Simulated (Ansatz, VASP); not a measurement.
## One calculation of Na, two programs

INCAR

```
PREC     = Accurate       # precision mode
ENCUT    = 500            # plane-wave cutoff, eV
EDIFF    = 1E-6           # SCF threshold, eV
ISMEAR   = 1              # smearing method
SIGMA    = 0.05           # smearing width, eV
LREAL    = False          # projectors in reciprocal space
LASPH    = True           # aspherical terms in the spheres
NELM     = 120            # most SCF steps
ALGO     = Normal         # electronic algorithm
ISIF     = 2              # what is computed and relaxed
LWAVE    = False          # write WAVECAR
LCHARG   = False          # write CHGCAR
GGA      = PE             # functional
NBANDS   = 10             # bands
GGA_COMPAT= False
```

The input KPOINTS:

```
regular mesh
0
Gamma
  8 8 8
```

POSCAR

```
Na
1.0
   -2.1898343297      2.1898343297      2.1898343297
    2.1898343297     -2.1898343297      2.1898343297
    2.1898343297      2.1898343297     -2.1898343297
Na
1
Direct
    0.0000000000      0.0000000000      0.0000000000
```

Input for Ansatz:

```yaml
crystal:
  lattice:
    - [-2.1898343297088667, 2.1898343297088667, 2.1898343297088667]
    - [2.1898343297088667, -2.1898343297088667, 2.1898343297088667]
    - [2.1898343297088667, 2.1898343297088667, -2.1898343297088667]
  atoms:
    - { symbol: Na, position: [0.0, 0.0, 0.0] }
basis:
  ecutwfc: 517.016338673772
kpoints:
  mp_grid:
    grid: [8, 8, 8]
hamiltonian:
  xc: pbe
  pseudopotentials:
    kind: paw
scf:
  max_iter: 75
  occupations:
    method: cold
    width: 0.05
output:
  stress: true
```

Alike in both runs: task single point; functional PBE; k mesh 8 × 8 × 8; no spin polarisation.

|  | VASP | Ansatz |
| --- | --- | --- |
| version | VASP 6.6.1 | Ansatz 0.2.0 |
| potentials or method | VASP PAW PBE potentials, release 64 (Na_pv), cutoff 500 eV | plane waves, PAW |
| occupations | methfessel-paxton of order 1, width 0.05 eV | cold, width 0.05 eV |
| valence electrons in the cell | 7 | 9 |

```tsv
	VASP	Ansatz	Ansatz less VASP
pressure (GPa)	-0.8	-0.8	+0.03
```

VASP's potentials hold 7 valence electrons a cell and Ansatz's 9, so a difference there can come from the potentials and not from the codes.
